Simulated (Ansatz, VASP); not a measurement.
**Two plane-wave programs on ZrSc**

```xyz
2
Lattice="3.2828 0.0000 0.0000 -1.6414 2.8430 0.0000 0.0000 0.0000 5.1550" Properties=species:S:1:pos:R:3 pbc="T T T"
Zr    1.6414    0.9477    0.0000
Sc    0.0000    0.0000    2.5775
```

Alike in both runs: task single point; functional LDA; k mesh 18 × 18 × 10; occupations gaussian, width 0.15 eV; no spin polarisation.

```csv
,VASP,Ansatz
version,VASP 6.6.1,Ansatz 0.2.0
potentials or method,"VASP PAW LDA potentials, release 64 (Zr_sv, Sc_sv), cutoff 520 eV","scalar-relativistic, plane waves, PAW"
valence electrons in the cell,23,23
```

|  | VASP | Ansatz | Ansatz less VASP |
| --- | --- | --- | --- |
| gap on the k mesh at the Fermi level (eV) | none | none | - |
| pressure (GPa) | -6.3 | -6.4 | -0.09 |
| traceless stress, the component that is largest in VASP (GPa) | 0.18 | 0.16 | -0.021 |

LDA's correlation is that of Perdew and Zunger in VASP and of Perdew and Wang (1992) in Ansatz. A gap of «none» marks a metal or a gap that the smearing closes.
